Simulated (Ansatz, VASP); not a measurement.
One calculation of V, two programs

INCAR

```
SYSTEM = V
PREC = Accurate ; ENCUT = 520
EDIFF = 1E-6 ; ISMEAR = -1
SIGMA = 0.05 ; LREAL = .FALSE.
LASPH = .TRUE. ; NELM = 150
ALGO = Normal ; ISIF = 2
LWAVE = .FALSE. ; LCHARG = .FALSE.
ISPIN = 2 ; MAGMOM = 1.5
LORBIT = 11 ; NUPDOWN = 1.5
LMAXMIX = 4 ; GGA = PE
NBANDS = 16
```

KPOINTS

```
regular mesh
0
G
  10 10 10
  0 0 0
```

POSCAR

```
V
1.0
   -1.5143500000      1.5143500000      1.5143500000
    1.5143500000     -1.5143500000      1.5143500000
    1.5143500000      1.5143500000     -1.5143500000
V
1
Direct
    0.0000000000      0.0000000000      0.0000000000
```

The input input.yaml:

```yaml
crystal:
  lattice:
    - [-1.51435, 1.51435, 1.51435]
    - [1.51435, -1.51435, 1.51435]
    - [1.51435, 1.51435, -1.51435]
  atoms:
    - { symbol: V, position: [0.0, 0.0, 0.0], spin: 1.5 }
hamiltonian:
  xc: pbe
  pseudopotentials: { kind: paw }
magnetization:
  spin_polarized: true
  initial_magnetization: 1.5
  spin_locking: { lock_magnetization: hard }
kpoints:
  mp_grid: { grid: [10, 10, 10] }
scf:
  occupations: { method: fermi_dirac, width: 0.05 }
  lower_state_search: "off"
output:
  forces: true
  stress: true
  eigenvalues: true
```

Alike in both runs: task single point; functional PBE; k mesh 10 × 10 × 10; occupations fermi-dirac, width 0.05 eV; collinear spin; fixed moment 1.5 μB.

```csv
,VASP,Ansatz
version,VASP 6.6.1,Ansatz 0.2.0
potentials or method,"VASP PAW PBE potentials, release 64 (V_sv)",Ansatz PAW
plane-wave cutoff (eV),520,420
valence electrons in the cell,13,13
```

```tsv
	VASP	Ansatz	Ansatz less VASP
pressure (GPa)	6.3	6.1	-0.14
net moment per atom (μB)	1.50	1.50	0.000
size of the moment on the site where the two differ most (μB)	1.25	1.19	-0.055
```

Site moments also hang on the region over which each program counts them. With one functional, cell and mesh, what is left measures potentials, basis and numerics.
